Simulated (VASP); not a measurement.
# C (P6_3/mmc) in VASP: notebook

The runs below take C through single point, relaxation of cell and atoms, with LDA.

The COD entry that gives the cell may itself be a prediction, so a difference from it is no test against experiment.

Everything below comes from runs of VASP 6.6.1. Logs are shortened: lines on timing, memory, paths and dates and some standing lists are left out, and cuts for length are marked.

### Step 1. The cell of the first run

It takes space group P6_3/mmc (No. 194, hexagonal). The conventional cell has a = 2.490 Å, b = 2.490 Å, c = 8.214 Å, α = 90.00°, β = 90.00°, γ = 120.00°. Within 2.0 Å of C (site symmetry 3m) lie 4 C at 1.53 Å. C (site symmetry 3m) has 4 C at 1.53 to 1.55 Å within 2.0 Å.

### Step 2. Single point, LDA

The input, INCAR:

```
ALGO = Normal
EDIFF = 1E-7
ENCUT = 520
GGA = CA
ISIF = 2
ISMEAR = 0
LASPH = T
LCHARG = F
LREAL = F
LWAVE = F
NBANDS = 26
NELM = 100
PREC = Accurate
SIGMA = 0.02
```

The input, KPOINTS:

```
k-points
0
Gamma
  12 12 4
```

The input, POSCAR:

```
C
1.0
    2.4895821027      0.0000000000      0.0000000000
   -1.2447910513      2.1560413457      0.0000000000
    0.0000000000      0.0000000000      8.2140855513
C
8
Direct
    0.0000000000      0.0000000000      0.0929342572
    0.0000000000      0.0000000000      0.5929342572
    0.0000000000      0.0000000000      0.4070657428
    0.0000000000      0.0000000000      0.9070657428
    0.3333333333      0.6666666667      0.1555434844
    0.6666666667      0.3333333333      0.6555434844
    0.3333333333      0.6666666667      0.3444565156
    0.6666666667      0.3333333333      0.8444565156
```

Potentials or basis: VASP PAW LDA potentials, release 64 (C).

The run is started by

```console
> cat potpaw_LDA.64/C/POTCAR > POTCAR
> mpirun -np 1 vasp_std > vasp.out
```

OUTCAR:

```text
EDIFF = 1E-7
   ENCUT = 520
   GGA = CA
   ISIF = 2
   ISMEAR = 0
   LASPH = T
   LREAL = F
   NELM = 100
   PREC = Accurate

 ion  position               nearest neighbor table
   1  0.000  0.000  0.093-   5 1.53   5 1.53   5 1.53   4 1.53
   2  0.000  0.000  0.593-   6 1.53   6 1.53   6 1.53   3 1.53
   3  0.000  0.000  0.407-   7 1.53   7 1.53   7 1.53   2 1.53
   4  0.000  0.000  0.907-   8 1.53   8 1.53   8 1.53   1 1.53
   5  0.333  0.667  0.156-   1 1.53   1 1.53   1 1.53   7 1.55
   6  0.667  0.333  0.656-   2 1.53   2 1.53   2 1.53   8 1.55
   7  0.333  0.667  0.344-   3 1.53   3 1.53   3 1.53   5 1.55
   8  0.667  0.333  0.844-   4 1.53   4 1.53   4 1.53   6 1.55

  LATTYP: Found a hexagonal cell.
 ALAT       =     2.4895821027
 C/A-ratio  =     3.2993832750

  Lattice vectors:

 A1 = (   2.4895821027,   0.0000000000,   0.0000000000)
 A2 = (  -1.2447910513,   2.1560413457,   0.0000000000)
 A3 = (   0.0000000000,   0.0000000000,   8.2140855513)

Analysis of symmetry for initial positions (statically):
=====================================================================
 Subroutine PRICEL returns:
 Original cell was already a primitive cell.

 Routine SETGRP: Setting up the symmetry group for a
 hexagonal supercell.

 Subroutine GETGRP returns: Found 24 space group operations
 (whereof 12 operations were pure point group operations)
 out of a pool of 24 trial point group operations.

The static configuration has the point symmetry D_3d.
 The point group associated with its full space group is D_6h.

Analysis of symmetry for dynamics (positions and initial velocities):
=====================================================================
 Subroutine PRICEL returns:
 Original cell was already a primitive cell.

 Routine SETGRP: Setting up the symmetry group for a
 hexagonal supercell.

 Subroutine GETGRP returns: Found 24 space group operations
 (whereof 12 operations were pure point group operations)
 out of a pool of 24 trial point group operations.

The dynamic configuration has the point symmetry D_3d.
 The point group associated with its full space group is D_6h.

 Subroutine INISYM returns: Found 24 space group operations
 (whereof 12 operations are pure point group operations),
 and found     1 'primitive' translations

----------------------------------------------------------------------------------------

                                     Primitive cell

  volume of cell :      44.0903

  direct lattice vectors                    reciprocal lattice vectors
     2.489582103  0.000000000  0.000000000     0.401673839  0.231906499  0.000000000
    -1.244791051  2.156041346  0.000000000     0.000000000  0.463812998  0.000000000
     0.000000000  0.000000000  8.214085551     0.000000000  0.000000000  0.121742097

  length of vectors
     2.489582103  2.489582103  8.214085551     0.463812998  0.463812998  0.121742097

  position of ions in fractional coordinates (direct lattice)
     0.000000000  0.000000000  0.092934257
     0.000000000  0.000000000  0.592934257
     0.000000000  0.000000000  0.407065743
     0.000000000  0.000000000  0.907065743
     0.333333333  0.666666667  0.155543484
     0.666666667  0.333333333  0.655543484
     0.333333333  0.666666667  0.344456516
     0.666666667  0.333333333  0.844456516

  ion indices of the primitive-cell ions
   primitive index   ion index
                 1           1
                 2           2
                 3           3
                 4           4
                 5           5
                 6           6
                 7           7
                 8           8

----------------------------------------------------------------------------------------

 KPOINTS: k-points

Automatic generation of k-mesh.
 Grid dimensions read from file:
 generate k-points for:   12   12    4

 Generating k-lattice:

  Cartesian coordinates                     Fractional coordinates (reciprocal lattice)
     0.033472820  0.019325542  0.000000000     0.083333333  0.000000000  0.000000000
     0.000000000  0.038651083  0.000000000     0.000000000  0.083333333  0.000000000
     0.000000000  0.000000000  0.030435524     0.000000000  0.000000000  0.250000000

  Length of vectors
     0.038651083  0.038651083  0.030435524

  Shift w.r.t. Gamma in fractional coordinates (k-lattice)
     0.000000000  0.000000000  0.000000000

 Subroutine IBZKPT returns following result:
 ===========================================

 Found     57 irreducible k-points:

 Following reciprocal coordinates:
            Coordinates               Weight
  0.000000  0.000000  0.000000      1.000000
  0.083333 -0.000000  0.000000      6.000000
  0.166667  0.000000  0.000000      6.000000
  0.250000  0.000000  0.000000      6.000000
  0.333333  0.000000  0.000000      6.000000
  0.416667 -0.000000  0.000000      6.000000
[... 16 lines left out ...]
  0.250000  0.000000  0.250000     12.000000
  0.333333  0.000000  0.250000     12.000000
 [... further k-points ...]
   k-points           NKPTS =     57   k-points in BZ     NKDIM =     57   number of bands    NBANDS=     26
   number of dos      NEDOS =    301   number of ions     NIONS =      8
   total plane-waves  NPLWV =  25600
   dimension x,y,z NGX =    20 NGY =   20 NGZ =   64
   dimension x,y,z NGXF=    40 NGYF=   40 NGZF=  128
   ions per type =               8
   NGX,Y,Z   is equivalent  to a cutoff of  13.36, 13.36, 12.95 a.u.
   NGXF,Y,Z  is equivalent  to a cutoff of  26.71, 26.71, 25.91 a.u.
 SYSTEM =  unknown system
   PREC   = accura    normal or accurate (medium, high low for compatibility)
   ISTART =      0    job   : 0-new  1-cont  2-samecut
   ICHARG =      2    charge: 1-file 2-atom 10-const
   ISPIN  =      1    spin polarized calculation?
   LNONCOLLINEAR =      F non collinear calculations
   LSORBIT =      F    spin-orbit coupling
   LASPH  =      T    aspherical Exc in radial PAW
   ENCUT  =  520.0 eV  38.22 Ry    6.18 a.u.   4.63  4.63 15.27*2*pi/ulx,y,z
   NELM   =    100;   NELMIN=  2; NELMDL= -5     # of ELM steps
   EDIFF  = 0.1E-06   stopping-criterion for ELM
   LREAL  =      F    real-space projection
   EDIFFG = 0.1E-05   stopping-criterion for IOM
   NSW    =      0    number of steps for IOM
   IBRION =     -1    ionic relax: 0-MD 1-quasi-New 2-CG
   NFREE  =      0    steps in history (QN), initial steepest desc. (CG)
   ISIF   =      2    stress and relaxation
   ISYM   =      2    0-nonsym 1-usesym 2-fastsym
   POTIM  = 0.5000    time-step for ionic-motion
   TEBEG  =    0.0;   TEEND  =   0.0 temperature during run
   PSTRESS=    0.0 pullay stress
   NELECT =      32.0000    total number of electrons
   NUPDOWN=      -1.0000    fix difference up-down
   EMIN   =  10.00;   EMAX   =-10.00  energy-range for DOS
   EFERMI =   0.00;   METHOD = LEGACY
   ISMEAR =     0;   SIGMA  =   0.02  broadening in eV -4-tet -1-fermi 0-gaus
   EFERMI_NEDOS =   21; number of points for ismear=-14 and -15
   IALGO  =     38    algorithm
   IMIX   =      4    mixing-type and parameters
     AMIX     =   0.40;   BMIX     =  1.00
     AMIX_MAG =   1.60;   BMIX_MAG =  1.00
  volume/ion in A,a.u.               =       5.51        37.19
  Fermi-wavevector in a.u.,A,eV,Ry     =   1.471219  2.780200 29.449599  2.164484
  Thomas-Fermi vector in A             =   2.586381
   LORBIT       =      0    0 simple, 1 ext, 2 COOP (PROOUT), +10 PAW based schemes
   GGA     = CA    functional components
   LHFCALC =     F    Hartree Fock is set to
   AEXX    =    0.0000 exact exchange contribution
   IVDW    =     0    specifies the selected vdW correction
   LEPSILON=     F    determine dielectric tensor
   LRPA    =     F    only Hartree local field effects (RPA)
 non-spin polarized calculation
 Gauss-broadening in eV      SIGMA  =   0.02
  energy-cutoff  :      520.00
  volume of cell :       44.09
 maximum number of plane-waves:      1204
 NGX is ok and might be reduce to    20
   NGX =  9   NGY =  9   NGZ = 31

 number of electron      31.9999997 magnetization

 Free energy of the ion-electron system (eV)
  ---------------------------------------------------
  ext. energy  EPLUGINS =         0.00000000
  ---------------------------------------------------
  free energy    TOTEN  =       -80.90794922 eV

  energy without entropy =      -80.90794922  energy(sigma->0) =      -80.90794922

 E-fermi :  10.3748     XC(G=0): -13.6365

 val. band max:       10.2882354895   @ k =   0.0000   0.0000   0.0000
 cond. band min:      14.8730743378   @ k =   0.4167  -0.0000   0.0000
 fundamental gap:      4.5848388482
 Fermi energy:        10.3747920764

 k-point     1 :       0.0000    0.0000    0.0000
  band No.  band energies     occupation
      1     -11.5699      2.00000
      2      -9.8966      2.00000
      3      -9.7894      2.00000
      4      -5.6746      2.00000
      5      -3.5482      2.00000
      6       3.3416      2.00000
[... 18 lines left out ...]
     25      18.8024      0.00000
     26      19.3591      0.00000

 k-point     2 :       0.0833   -0.0000    0.0000
  band No.  band energies     occupation
      1     -11.3948      2.00000
      2      -9.7240      2.00000
      3      -9.6176      2.00000
      4      -5.5200      2.00000
      5      -3.3822      2.00000
      6       3.4319      2.00000
[... 18 lines left out ...]
     25      19.1905      0.00000
     26      19.6561      0.00000

 k-point     3 :       0.1667    0.0000    0.0000
  band No.  band energies     occupation
      1     -10.8713      2.00000
      2      -9.2083      2.00000
      3      -9.1043      2.00000
      4      -5.0585      2.00000
      5      -2.8957      2.00000
      6       3.6289      2.00000
[... 572 lines left out ...]
 k-point    23 :       0.2500    0.0000    0.2500
  band No.  band energies     occupation
      1      -9.8981      2.00000
      2      -9.0460      2.00000
      3      -7.3724      2.00000
      4      -5.0702      2.00000
      5      -1.2212      2.00000
      6       1.8771      2.00000
[... 18 lines left out ...]
     25      20.6244      0.00000
     26      22.0831      0.00000

 k-point    24 :       0.3333    0.0000    0.2500
  band No.  band energies     occupation
      1      -8.7051      2.00000
      2      -7.8660      2.00000
      3      -6.2279      2.00000
      4      -4.0012      2.00000
      5      -0.9421      2.00000
      6      -0.0049      2.00000
[... 18 lines left out ...]
     25      20.9039      0.00000
     26      22.7128      0.00000

 [... further k-points ...]
[... 5 lines left out ...]
  --------------------------------------------------------------------------------------
  -------------------------------------------------------------------------------------
  Total        0.4826497      0.4826497      0.4656678      0.0000000      0.0000000      0.0000000
  in kB       17.5387987     17.5387987     16.9217025      0.0000000      0.0000000      0.0000000
  external PRESSURE =      17.3331000 kB  Pullay stress =       0.0000000 kB

 VOLUME and BASIS-vectors are now :
 -----------------------------------------------------------------------------
  energy-cutoff  :      520.00
  volume of cell :       44.09
      direct lattice vectors                 reciprocal lattice vectors
     2.489582103  0.000000000  0.000000000     0.401673839  0.231906499  0.000000000
    -1.244791051  2.156041346  0.000000000     0.000000000  0.463812998  0.000000000
     0.000000000  0.000000000  8.214085551     0.000000000  0.000000000  0.121742097

 POSITION                                       TOTAL-FORCE (eV/Angst)
 -----------------------------------------------------------------------------------
      0.00000      0.00000      0.76337        -0.000000      0.000000      0.000633
      0.00000      0.00000      4.87041         0.000000     -0.000000      0.000633
      0.00000      0.00000      3.34367        -0.000000      0.000000     -0.000633
      0.00000      0.00000      7.45072         0.000000     -0.000000     -0.000633
     -0.00000      1.43736      1.27765        -0.000000     -0.000000      0.004954
      1.24479      0.71868      5.38469         0.000000      0.000000      0.004954
     -0.00000      1.43736      2.82940        -0.000000      0.000000     -0.004954
      1.24479      0.71868      6.93644         0.000000      0.000000     -0.004954
 -----------------------------------------------------------------------------------
    total drift:                                0.000000     -0.000000      0.000000

  FREE ENERGIE OF THE ION-ELECTRON SYSTEM (eV)
  ---------------------------------------------------
  free  energy   TOTEN  =       -80.9079492225 eV

  energy  without entropy=      -80.9079492225  energy(sigma->0) =      -80.90794922
```

Wall time 58 s (1 thread of Intel Xeon Platinum 8488C (Sapphire Rapids), shared host); peak memory 0.15 GiB.

Results:

```yaml
Free_energy: -80.9079 eV
Pressure: 1.7 GPa
Largest_force: 0.005 eV/Å
Band_gap_on_the_k_mesh: 4.58 eV, indirect (least direct gap 5.32 eV)
```

Forces in eV/Å, atoms in the order of the input:
```
C    0.000  0.000  0.001
C    0.000  0.000  0.001
C    0.000  0.000 -0.001
C    0.000  0.000 -0.001
C    0.000  0.000  0.005
C    0.000  0.000  0.005
C    0.000  0.000 -0.005
C    0.000  0.000 -0.005
```

Levels at points of the mesh, in eV from the valence-band top:
```
           k point  band 13  band 14  band 15  band 16  band 17  band 18  band 19  band 20
(0.00, 0.00, 0.00)    -1.77    -0.24     0.00     0.00     5.32     5.32     5.49     7.16
(0.50, 0.00, 0.00)    -5.06    -4.77    -3.78    -3.03     4.64     5.64     6.03     6.04
(0.00, 0.00, 0.50)    -0.67    -0.67    -0.67    -0.67     6.11     6.11     6.11     6.11
(0.50, 0.00, 0.50)    -4.84    -4.84    -3.76    -3.76     4.98     4.98     6.98     6.98
```

### Step 3. Relaxation of cell and atoms, LDA

The input, INCAR:

```
PREC     = Accurate       # precision mode
ENCUT    = 600            # plane-wave cutoff, eV
EDIFF    = 1E-6           # SCF threshold, eV
ISMEAR   = 0              # smearing method
SIGMA    = 0.02           # smearing width, eV
LREAL    = False          # projectors in reciprocal space
LASPH    = True           # aspherical terms in the spheres
NELM     = 100            # most SCF steps
ALGO     = Normal         # electronic algorithm
ISIF     = 3              # what is computed and relaxed
LWAVE    = False          # write WAVECAR
LCHARG   = False          # write CHGCAR
GGA      = CA             # functional
IBRION   = 2              # ionic algorithm
NSW      = 100            # ionic steps
EDIFFG   = -0.005         # ionic threshold
```

The input, KPOINTS:

```
regular mesh
0
Gamma
  12 12 4
```

The input, POSCAR:

```
C
1.0
    2.4900643242      0.0000000000      0.0000000000
   -1.2450321621      2.1564589618      0.0000000000
    0.0000000000      0.0000000000      8.2139659100
C
8
Direct
    0.0000000000      0.0000000000      0.0929304127
    0.0000000000      0.0000000000      0.5929304127
    0.0000000000      0.0000000000      0.4070695873
    0.0000000000      0.0000000000      0.9070695873
    0.3333333333      0.6666666667      0.1555685099
    0.6666666667      0.3333333333      0.6555685099
    0.3333333333      0.6666666667      0.3444314901
    0.6666666667      0.3333333333      0.8444314901
```

Potentials or basis: VASP PAW LDA potentials, release 64 (C).

The run is started by

```console
> cat potpaw_LDA.64/C/POTCAR > POTCAR
> mpirun -np 1 vasp_std > vasp.out
```

It took 85 s on 1 thread of Intel Xeon Platinum 8488C (Sapphire Rapids), shared host; peak memory 0.16 GiB.

It converged, with:

```yaml
Free_energy: -80.9355 eV
Relaxed_volume: 5.52 Å³/atom
Relaxed_cell: a = 2.491 Å, b = 2.491 Å, c = 8.219 Å, α = 90.00°, β = 90.00°, γ = 120.00°
Space_group_after_relaxing_to_0.05_Å: P6_3/mmc (No. 194)
Energy_gained_by_relaxing: 0.0 meV/atom
Ionic_steps: 3
Pressure_after_relaxing: 0.0 GPa
Largest_force_after_relaxing: 0.004 eV/Å
Band_gap_on_the_k_mesh: 4.58 eV, indirect (least direct gap 5.32 eV)
```

Forces on the atoms (eV/Å):
```
C    0.000  0.000 -0.004
C    0.000  0.000 -0.004
C    0.000  0.000  0.004
C    0.000  0.000  0.004
C    0.000  0.000  0.003
C    0.000  0.000  0.003
C    0.000  0.000 -0.003
C    0.000  0.000 -0.003
```

The path:
| step | energy change (eV) | largest force (eV/Å) | pressure (GPa) | volume (Å³) |
| --- | --- | --- | --- | --- |
| 1 | 0.0000 | 0.0089 | 0.78 | 44.11 |
| 2 | 0.0002 | 0.0194 | -1.05 | 44.28 |
| 3 | -0.0002 | 0.0044 | 0.01 | 44.18 |

Final structure:
```
C
1.0
     2.49129    0.00000    0.00000
    -1.24565    2.15752    0.00000
     0.00000    0.00000    8.21934
C
8
Direct
  0.00000 0.00000 0.09295
  0.00000 0.00000 0.59295
  0.00000 0.00000 0.40705
  0.00000 0.00000 0.90705
  0.33333 0.66667 0.15555
  0.66667 0.33333 0.65555
  0.33333 0.66667 0.34445
  0.66667 0.33333 0.84445
```

Levels at points of the mesh, in eV from the valence-band top:
```csv
k point,band 12,band 13,band 14,band 15,band 16,band 17,band 18,band 19,band 20,band 21
"(0.00, 0.00, 0.00)",-1.77,-1.77,-0.24,0.00,0.00,5.32,5.32,5.49,7.15,7.15
"(0.50, 0.00, 0.00)",-5.15,-5.05,-4.76,-3.78,-3.03,4.64,5.63,6.02,6.04,6.82
"(0.00, 0.00, 0.50)",-2.67,-0.67,-0.67,-0.67,-0.67,6.10,6.10,6.10,6.10,6.78
"(0.50, 0.00, 0.50)",-6.15,-4.83,-4.83,-3.75,-3.75,4.98,4.98,6.98,6.98,7.64
```
